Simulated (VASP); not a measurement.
# AlN (CsCl type) (Pm-3m) in VASP: further runs

AlN (CsCl type) is run at these levels: PBE; tasks: single point, relaxation of cell and atoms.

Everything below comes from runs of VASP 6.6.1. Logs are shortened: lines on timing, memory, paths and dates and some standing lists are left out, and cuts for length are marked.

## (1) The cell of the first run

The structure is cubic, space group Pm-3m (No. 221). The conventional cell has a = 2.614 Å, b = 2.614 Å, c = 2.614 Å, α = 90.00°, β = 90.00°, γ = 90.00°. Al (site symmetry m-3m) has 8 N at 2.26 Å and 6 Al at 2.61 Å within 3.0 Å. N (site symmetry m-3m) has 8 Al at 2.26 Å and 6 N at 2.61 Å within 3.0 Å.

## (2) Single point, PBE

File INCAR:

```
ALGO = Normal ; EDIFF = 1E-6
ENCUT = 520 ; GGA = PE
ISIF = 2 ; ISMEAR = -1
LASPH = T ; LCHARG = T
LELF = T ; LREAL = F
LVHAR = T ; LWAVE = F
NBANDS = 11 ; NELM = 60
PREC = Accurate ; SIGMA = 0.08
```

File KPOINTS:

```
k-points
0
Gamma
  14 14 14
```

File POSCAR:

```
AlN
1.0
    2.6138500532      0.0000000000      0.0000000000
    0.0000000000      2.6138500532      0.0000000000
    0.0000000000      0.0000000000      2.6138500532
Al N
1 1
Direct
    0.0000000000      0.0000000000      0.0000000000
    0.5000000000      0.5000000000      0.5000000000
```

Potentials or basis: VASP PAW PBE potentials, release 64 (Al, N).

Command:

```console
$ cat potpaw_PBE.64/Al/POTCAR potpaw_PBE.64/N/POTCAR > POTCAR
$ mpirun -np 1 vasp_std > vasp.out
```

OUTCAR:

```text
EDIFF = 1E-6
   ENCUT = 520
   GGA = PE
   ISIF = 2
   ISMEAR = -1
   LASPH = T
   LREAL = F
   NELM = 60
   PREC = Accurate

 ion  position               nearest neighbor table
   1  0.000  0.000  0.000-   2 2.26   2 2.26   2 2.26   2 2.26   2 2.26   2 2.26   2 2.26   2 2.26

   2  0.500  0.500  0.500-   1 2.26   1 2.26   1 2.26   1 2.26   1 2.26   1 2.26   1 2.26   1 2.26

  LATTYP: Found a simple cubic cell.
 ALAT       =     2.6138500532

  Lattice vectors:

 A1 = (   2.6138500532,   0.0000000000,   0.0000000000)
 A2 = (   0.0000000000,   2.6138500532,   0.0000000000)
 A3 = (   0.0000000000,   0.0000000000,   2.6138500532)

Analysis of symmetry for initial positions (statically):
=====================================================================
 Subroutine PRICEL returns:
 Original cell was already a primitive cell.

 Routine SETGRP: Setting up the symmetry group for a
 simple cubic supercell.

 Subroutine GETGRP returns: Found 48 space group operations
 (whereof 48 operations were pure point group operations)
 out of a pool of 48 trial point group operations.

The static configuration has the point symmetry O_h .

Analysis of symmetry for dynamics (positions and initial velocities):
=====================================================================
 Subroutine PRICEL returns:
 Original cell was already a primitive cell.

 Routine SETGRP: Setting up the symmetry group for a
 simple cubic supercell.

 Subroutine GETGRP returns: Found 48 space group operations
 (whereof 48 operations were pure point group operations)
 out of a pool of 48 trial point group operations.

The dynamic configuration has the point symmetry O_h .

 Subroutine INISYM returns: Found 48 space group operations
 (whereof 48 operations are pure point group operations),
 and found     1 'primitive' translations

----------------------------------------------------------------------------------------

                                     Primitive cell

  volume of cell :      17.8584

  direct lattice vectors                    reciprocal lattice vectors
     2.613850053  0.000000000  0.000000000     0.382577416  0.000000000  0.000000000
     0.000000000  2.613850053  0.000000000     0.000000000  0.382577416  0.000000000
     0.000000000  0.000000000  2.613850053     0.000000000  0.000000000  0.382577416

  length of vectors
     2.613850053  2.613850053  2.613850053     0.382577416  0.382577416  0.382577416
[... 81 lines left out ...]
   EDIFF  = 0.1E-05   stopping-criterion for ELM
   LREAL  =      F    real-space projection
   EDIFFG = 0.1E-04   stopping-criterion for IOM
   NSW    =      0    number of steps for IOM
   IBRION =     -1    ionic relax: 0-MD 1-quasi-New 2-CG
   NFREE  =      0    steps in history (QN), initial steepest desc. (CG)
   ISIF   =      2    stress and relaxation
   ISYM   =      2    0-nonsym 1-usesym 2-fastsym
   POTIM  = 0.5000    time-step for ionic-motion
   TEBEG  =    0.0;   TEEND  =   0.0 temperature during run
   PSTRESS=    0.0 pullay stress
   NELECT =       8.0000    total number of electrons
   NUPDOWN=      -1.0000    fix difference up-down
   EMIN   =  10.00;   EMAX   =-10.00  energy-range for DOS
   EFERMI =   0.00;   METHOD = LEGACY
   ISMEAR =    -1;   SIGMA  =   0.08  broadening in eV -4-tet -1-fermi 0-gaus
   EFERMI_NEDOS =   21; number of points for ismear=-14 and -15
   IALGO  =     38    algorithm
   IMIX   =      4    mixing-type and parameters
     AMIX     =   0.40;   BMIX     =  1.00
     AMIX_MAG =   1.60;   BMIX_MAG =  1.00
  volume/ion in A,a.u.               =       8.93        60.26
  Fermi-wavevector in a.u.,A,eV,Ry     =   1.252634  2.367135 21.348788  1.569092
  Thomas-Fermi vector in A             =   2.386525
   LORBIT       =      0    0 simple, 1 ext, 2 COOP (PROOUT), +10 PAW based schemes
   GGA     = PE    functional components
   LHFCALC =     F    Hartree Fock is set to
   AEXX    =    0.0000 exact exchange contribution
   IVDW    =     0    specifies the selected vdW correction
   LEPSILON=     F    determine dielectric tensor
   LRPA    =     F    only Hartree local field effects (RPA)
 non-spin polarized calculation
  energy-cutoff  :      520.00
  volume of cell :       17.86
 maximum number of plane-waves:       500
 NGX is ok and might be reduce to    20
   NGX =  9   NGY =  9   NGZ =  9

 number of electron       7.9999998 magnetization

 Free energy of the ion-electron system (eV)
  ---------------------------------------------------
  ext. energy  EPLUGINS =         0.00000000
  ---------------------------------------------------
  free energy    TOTEN  =       -11.43961293 eV

  energy without entropy =      -11.42920174  energy(sigma->0) =      -11.43440733

 E-fermi :  10.6535     XC(G=0): -12.0764

 val. band max:       10.6440917832   @ k =   0.5000   0.5000   0.2857
 cond. band min:      10.7069437462   @ k =   0.4286   0.2857   0.0000
 fundamental gap:      0.0628519629
 Fermi energy:        10.6535118589

 k-point     1 :       0.0000    0.0000    0.0000
  band No.  band energies     occupation
      1      -7.5296      2.00000
      2       9.1459      2.00000
      3       9.1459      2.00000
      4       9.1459      2.00000
      5      11.4154      0.00015
      6      17.0045      0.00000
      7      17.0045      0.00000
      8      26.2242      0.00000
      9      26.2242      0.00000
     10      26.2242      0.00000
     11      33.5454      0.00000
[... 309 lines left out ...]
 k-point    24 :       0.3571    0.2143    0.0000
  band No.  band energies     occupation
      1      -5.0167      2.00000
      2       2.7243      2.00000
      3       6.6153      2.00000
      4      10.3218      1.96883
      5      14.9807      0.00000
      6      16.6297      0.00000
      7      19.8059      0.00000
      8      23.7953      0.00000
      9      25.3968      0.00000
     10      27.2838      0.00000
     11      28.4244      0.00000

 [... further k-points ...]
[... 5 lines left out ...]
  --------------------------------------------------------------------------------------
  -------------------------------------------------------------------------------------
  Total       -0.0095384     -0.0095384     -0.0095384     -0.0000000      0.0000000      0.0000000
  in kB       -0.8557403     -0.8557403     -0.8557403     -0.0000000      0.0000000      0.0000000
  external PRESSURE =      -0.8557403 kB  Pullay stress =       0.0000000 kB

 VOLUME and BASIS-vectors are now :
 -----------------------------------------------------------------------------
  energy-cutoff  :      520.00
  volume of cell :       17.86
      direct lattice vectors                 reciprocal lattice vectors
     2.613850053  0.000000000  0.000000000     0.382577416  0.000000000  0.000000000
     0.000000000  2.613850053  0.000000000     0.000000000  0.382577416  0.000000000
     0.000000000  0.000000000  2.613850053     0.000000000  0.000000000  0.382577416

 POSITION                                       TOTAL-FORCE (eV/Angst)
 -----------------------------------------------------------------------------------
      0.00000      0.00000      0.00000         0.000000      0.000000      0.000000
      1.30693      1.30693      1.30693         0.000000      0.000000      0.000000
 -----------------------------------------------------------------------------------
    total drift:                                0.000000      0.000000      0.000000

  FREE ENERGIE OF THE ION-ELECTRON SYSTEM (eV)
  ---------------------------------------------------
  free  energy   TOTEN  =       -11.4396129316 eV

  energy  without entropy=      -11.4292017376  energy(sigma->0) =      -11.43440733
```

Run time: 26 s. Hardware: 1 thread of AMD EPYC 7R13, shared host; peak memory 0.1 GiB.

Results:

```
Free energy            : -11.4396 eV
Pressure               : -0.1 GPa
Band gap on the k mesh : zero (band 4 reaches 10.92 eV, above the bottom of band 5 at 10.00 eV)
```

Levels at points of the mesh, in eV from the Fermi level:
| k point | band 1 | band 2 | band 3 | band 4 | band 5 | band 6 | band 7 | band 8 |
| --- | --- | --- | --- | --- | --- | --- | --- | --- |
| (0.00, 0.00, 0.00) | -18.18 | -1.51 | -1.51 | -1.51 | 0.76 | 6.35 | 6.35 | 15.57 |
| (0.50, 0.00, 0.00) | -15.59 | -10.07 | -0.47 | -0.47 | 4.57 | 7.32 | 10.00 | 11.85 |
| (0.50, 0.50, 0.00) | -13.57 | -7.17 | -7.17 | -1.46 | 0.54 | 9.48 | 9.48 | 12.03 |
| (0.50, 0.50, 0.50) | -11.84 | -4.84 | -4.84 | -4.84 | 1.50 | 1.50 | 1.50 | 7.43 |

## (3) Single point, PBE

File INCAR:

```
SYSTEM = AlN
  PREC = Accurate
  ENCUT = 520
  EDIFF = 1E-6
  ISMEAR = -1
  SIGMA = 0.08
  LREAL = .FALSE.
  LASPH = .TRUE.
  NELM = 80
  ALGO = Normal
  ISIF = 2
  LWAVE = .FALSE.
  LCHARG = .FALSE.
  GGA = PE
  NBANDS = 11
```

File KPOINTS:

```
Automatic mesh
0
G
  14 14 14
  0 0 0
```

File POSCAR:

```
AlN
1.0
    2.6144803903      0.0000000000      0.0000000000
    0.0000000000      2.6144803903      0.0000000000
    0.0000000000      0.0000000000      2.6144803903
Al N
1 1
Direct
    0.0000000000      0.0000000000      0.0000000000
    0.5000000000      0.5000000000      0.5000000000
```

Potentials or basis: VASP PAW PBE potentials, release 64 (Al, N).

Command:

```console
$ cat potpaw_PBE.64/Al/POTCAR potpaw_PBE.64/N/POTCAR > POTCAR
$ mpirun -np 1 vasp_std > vasp.out
```

It took 30 s on 1 thread of AMD EPYC 7R13, shared host; peak memory 0.1 GiB.

The run converged. Its results:

```
Free energy            : -11.4396 eV
Pressure               : -0.2 GPa
Band gap on the k mesh : zero (band 4 reaches 10.91 eV, above the bottom of band 5 at 9.99 eV)
```

Levels at points of the mesh, in eV from the Fermi level:
```
           k point  band 2  band 3  band 4  band 5  band 6  band 7
(0.00, 0.00, 0.00)   -1.51   -1.51   -1.51    0.75    6.35    6.35
(0.50, 0.00, 0.00)  -10.06   -0.47   -0.47    4.56    7.31    9.99
(0.50, 0.50, 0.00)   -7.16   -7.16   -1.46    0.54    9.47    9.47
(0.50, 0.50, 0.50)   -4.84   -4.84   -4.84    1.50    1.50    1.50
```

## (4) Relaxation of cell and atoms, PBE, target pressure 0.00054 GPa, at which the enthalpy is minimised

This run uses another cell than the first one, of 7.84 Å³/atom, 0.878 times its volume.

File INCAR:

```
SYSTEM = AlN
PREC = Accurate
ENCUT = 600
EDIFF = 1E-6
ISMEAR = -1
SIGMA = 0.08
LREAL = .False.
LASPH = .True.
NELM = 80
ALGO = Normal
ISIF = 3
LWAVE = .False.
LCHARG = .False.
GGA = PE
IBRION = 2
NSW = 60
EDIFFG = -0.005
PSTRESS = 0.0054
```

File KPOINTS:

```
regular mesh
0
Gamma
  14 14 14
  0 0 0
```

File POSCAR:

```
AlN
1.0
    2.5030039041      0.0000000000      0.0000000000
    0.0000000000      2.5030039041      0.0000000000
    0.0000000000      0.0000000000      2.5030039041
Al N
1 1
Direct
    0.0000000000      0.0000000000      0.0000000000
    0.5000000000      0.5000000000      0.5000000000
```

Potentials or basis: VASP PAW PBE potentials, release 64 (Al, N).

Command:

```console
$ cat potpaw_PBE.64/Al/POTCAR potpaw_PBE.64/N/POTCAR > POTCAR
$ mpirun -np 1 vasp_std > vasp.out
```

OUTCAR:

```text
SYSTEM = AlN
   PREC = Accurate
   ENCUT = 600
   EDIFF = 1E-6
   ISMEAR = -1
   LREAL = .False.
   LASPH = .True.
   NELM = 80
   ISIF = 3
   GGA = PE
   IBRION = 2
   NSW = 60
   EDIFFG = -0.005
   PSTRESS = 0.0054

 ion  position               nearest neighbor table
   1  0.000  0.000  0.000-   2 2.17   2 2.17   2 2.17   2 2.17   2 2.17   2 2.17   2 2.17   2 2.17

   2  0.500  0.500  0.500-   1 2.17   1 2.17   1 2.17   1 2.17   1 2.17   1 2.17   1 2.17   1 2.17

  LATTYP: Found a simple cubic cell.
 ALAT       =     2.5030039041

  Lattice vectors:

 A1 = (   2.5030039041,   0.0000000000,   0.0000000000)
 A2 = (   0.0000000000,   2.5030039041,   0.0000000000)
 A3 = (   0.0000000000,   0.0000000000,   2.5030039041)

Analysis of symmetry for initial positions (statically):
=====================================================================
 Subroutine PRICEL returns:
[... 215 lines left out ...]
 cond. band min:       9.4909974110   @ k =   0.4286   0.2857   0.0000
 fundamental gap:      0.0772699176
 Fermi energy:         9.4143259372

 k-point     1 :       0.0000    0.0000    0.0000
  band No.  band energies     occupation
      1      -7.8643      2.00000
      2       8.0596      2.00000
      3       8.0596      2.00000
      4       8.0596      2.00000
      5       9.2936      1.63769
      6      15.8545      0.00000
      7      15.8545      0.00000
      8      23.7102      0.00000
[... 290 lines left out ...]
--------------------------------------- Ionic step        3  -------------------------------------------

 number of electron       7.9999998 magnetization

 Free energy of the ion-electron system (eV)
  ---------------------------------------------------
  ext. energy  EPLUGINS =         0.00000000
  ---------------------------------------------------
  free energy    TOTEN  =       -11.43841120 eV

  energy without entropy =      -11.42800579  energy(sigma->0) =      -11.43320850

 E-fermi :  10.6516     XC(G=0): -12.0763

 val. band max:       10.6437661253   @ k =   0.5000   0.5000   0.2857
 cond. band min:      10.7046782728   @ k =   0.4286   0.2857   0.0000
 fundamental gap:      0.0609121475
 Fermi energy:        10.6516145747

 k-point     1 :       0.0000    0.0000    0.0000
  band No.  band energies     occupation
      1      -7.5308      2.00000
      2       9.1441      2.00000
      3       9.1441      2.00000
      4       9.1441      2.00000
      5      11.4135      0.00015
      6      17.0041      0.00000
      7      17.0041      0.00000
      8      26.2227      0.00000
[... 286 lines left out ...]
  energy  without entropy=      -11.4280057902  energy(sigma->0) =      -11.43320850

  enthalpy is  TOTEN    =       -11.4383510118 eV   P V=        0.0000601924

 reached required accuracy - stopping structural energy minimisation
```

OSZICAR:

```text
N       E                     dE             d eps       ncg     rms          rms(c)
DAV:   1     0.168040947105E+02    0.16804E+02   -0.45588E+03  1952   0.974E+02
[... 22 lines left out ...]
       N       E                     dE             d eps       ncg     rms          rms(c)
DAV:   1    -0.116167583926E+02   -0.26065E+00   -0.47267E+00  1928   0.206E+01    0.315E+00
DAV:   2    -0.114515636844E+02    0.16519E+00   -0.13100E+00  2120   0.715E+00    0.713E-01
DAV:   3    -0.114415015471E+02    0.10062E-01   -0.43589E-02  2080   0.166E+00    0.365E-01
DAV:   4    -0.114385428934E+02    0.29587E-02   -0.29076E-03  2352   0.433E-01    0.110E-01
DAV:   5    -0.114384102541E+02    0.13264E-03   -0.46443E-04  2112   0.173E-01    0.569E-02
DAV:   6    -0.114384112042E+02   -0.95007E-06   -0.49760E-06  2288   0.257E-02
   3 F= -.11438351E+02 E0= -.11433148E+02  d E =-.195536E+00
```

Wall time 46 s (1 thread of AMD EPYC 7R13, shared host); peak memory 0.11 GiB.

Results:

```yaml
Free_energy: -11.4384 eV
Relaxed_volume: 8.93 Å³/atom
Relaxed_cell: a = 2.614 Å, b = 2.614 Å, c = 2.614 Å, α = 90.00°, β = 90.00°, γ = 90.00°
Space_group_after_relaxing_to_0.05_Å: Pm-3m (No. 221)
Energy_change_on_relaxing_the_enthalpy_is_what_falls: -97.8 meV/atom
Ionic_steps: 3
Pressure_after_relaxing: 0.0 GPa
Band_gap_on_the_k_mesh: zero (band 4 reaches 10.92 eV, above the bottom of band 5 at 10.00 eV)
```

The path:
```
step  energy change (eV)  largest force (eV/Å)  pressure (GPa)  volume (Å³)
   1              0.0000                0.0000           32.31        15.68
   2             -0.1132                0.0000          -14.30        19.55
   3             -0.1955                0.0000           -0.01        17.86
```

Final structure:
```
Al N
1.0
     2.61388    0.00000    0.00000
     0.00000    2.61388    0.00000
     0.00000    0.00000    2.61388
Al N
1 1
Direct
  0.00000 0.00000 0.00000
  0.50000 0.50000 0.50000
```

Caveat: the cell is relaxed towards a set pressure, so the enthalpy falls and the energy may rise.
